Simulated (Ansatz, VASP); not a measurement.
Si2Ge in VASP and in Ansatz

The input INCAR:

```
  PREC = Accurate
  ENCUT = 520
  EDIFF = 1E-7
  ISMEAR = -1
  SIGMA = 0.02
  LREAL = False
  LASPH = True
  NELM = 80
  ALGO = Normal
  ISIF = 2
  LWAVE = False
  LCHARG = False
  GGA = PE
  NBANDS = 31
```

KPOINTS

```
Automatic mesh
0
Gamma
  12 12 4
```

Contents of POSCAR:

```
Si2Ge
1.0
    3.8969242098      0.0000000000      0.0000000000
   -1.9484621049      3.3748353623      0.0000000000
    0.0000000000      0.0000000000      9.5421087612
Si Ge
4 2
Direct
    0.0000000000      0.0000000000      0.8770714465
    0.6666666667      0.3333333333      0.5398022008
    0.3333333333      0.6666666667      0.4601977992
    0.0000000000      0.0000000000      0.1229285535
    0.3333333333      0.6666666667      0.2080164506
    0.6666666667      0.3333333333      0.7919835494
```

Input for Ansatz:

```yaml
crystal:
  lattice:
    - [3.8969242098, 0.0, 0.0]
    - [-1.9484621049, 3.3748353623, 0.0]
    - [0.0, 0.0, 9.5421087612]
  atoms:
    - { symbol: Si, position: [0.0, 0.0, 0.8770714465] }
    - { symbol: Si, position: [0.6666666667, 0.3333333333, 0.5398022008] }
    - { symbol: Ge, position: [0.3333333333, 0.6666666667, 0.2080164506] }
    - { symbol: Ge, position: [0.6666666667, 0.3333333333, 0.7919835494] }
    - { symbol: Si, position: [0.3333333333, 0.6666666667, 0.4601977992] }
    - { symbol: Si, position: [0.0, 0.0, 0.1229285535] }
kpoints:
  mp_grid: { grid: [12, 12, 4] }
  band_path:
    path:
      - [[0.0, 0.0, 0.0], [0.5, -1.417913166118e-17, 1.606184821599e-32], [0.3333333333333, 0.3333333333333, 3.681260407684e-32], [0.0, 0.0, 0.0], [3.3682926219e-50, 6.411587827052e-49, 0.5], [0.5, -1.417913166118e-17, 0.5], [0.3333333333333, 0.3333333333333, 0.5], [3.3682926219e-50, 6.411587827052e-49, 0.5]]
      - [[0.5, -1.417913166118e-17, 0.5], [0.5, -1.417913166118e-17, 1.606184821599e-32]]
      - [[0.3333333333333, 0.3333333333333, 0.5], [0.3333333333333, 0.3333333333333, 3.681260407684e-32]]
    npoints: 10
hamiltonian:
  xc: pbe
scf:
  occupations: { method: fermi_dirac, width: 0.02 }
  n_extra_bands: 5
output:
  forces: true
  stress: true
  eigenvalues: true
```

Alike in both runs: task single point; functional PBE; k mesh 12 × 12 × 4; occupations fermi-dirac, width 0.02 eV; no spin polarisation.

|  | VASP | Ansatz |
| --- | --- | --- |
| version | VASP 6.6.1 | Ansatz 0.2.0 |
| potentials or method | VASP PAW PBE potentials, release 64 (Si, Ge_d) | plane waves, PAW |
| plane-wave cutoff (eV) | 520 | 420 |
| valence electrons in the cell | 44 | 44 |

Ansatz gave:

```
pressure (GPa)                     : 2.0
rms of the force components (eV/Å) : 0.032
```

Task: What did VASP give for the same quantities?

Result: Pressure (GPa): 1.9; rms of the force components (eV/Å): 0.031.
